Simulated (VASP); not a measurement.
P: single point with RPBE

Crystal: P.

```
CELL_PARAMETERS angstrom
0.00000 1.92095 1.92095
1.92095 0.00000 1.92095
1.92095 1.92095 0.00000
ATOMIC_POSITIONS crystal
P 0.00000 0.00000 0.00000
```

This cell differs from its parent crystal: volume scaled by 0.96.

```yaml
Program: VASP 6.6.1
Task: single point
Functional: RPBE
Potentials_or_basis: VASP PAW PBE potentials, release 64 (P)
Cutoff: 520 eV
k_mesh: 16 × 16 × 16
Occupations: fermi-dirac, width 0.1 eV
Spin: no spin polarisation
```

```yaml
Pressure: 3.8 GPa
```

Levels at points of the mesh, in eV from the Fermi level:
| k point | band 1 | band 2 | band 3 | band 4 | band 5 | band 6 | band 7 |
| --- | --- | --- | --- | --- | --- | --- | --- |
| (0.00, 0.00, 0.00) | -16.59 | 7.10 | 7.10 | 7.10 | 11.44 | 11.44 | 11.44 |
| (0.50, 0.00, 0.00) | -10.56 | -8.23 | 5.04 | 5.04 | 10.48 | 10.48 | 10.88 |
| (0.50, 0.50, 0.00) | -7.82 | -6.86 | 0.75 | 0.75 | 4.26 | 5.06 | 23.21 |

Run time: 5.3 s on 1 thread of Intel(R) Xeon(R) 6975P-C (Granite Rapids), on a shared host, peak memory 0.12 GiB.

Caveat: the PAW data sets were made with another functional, which shifts forces and pressure a little.
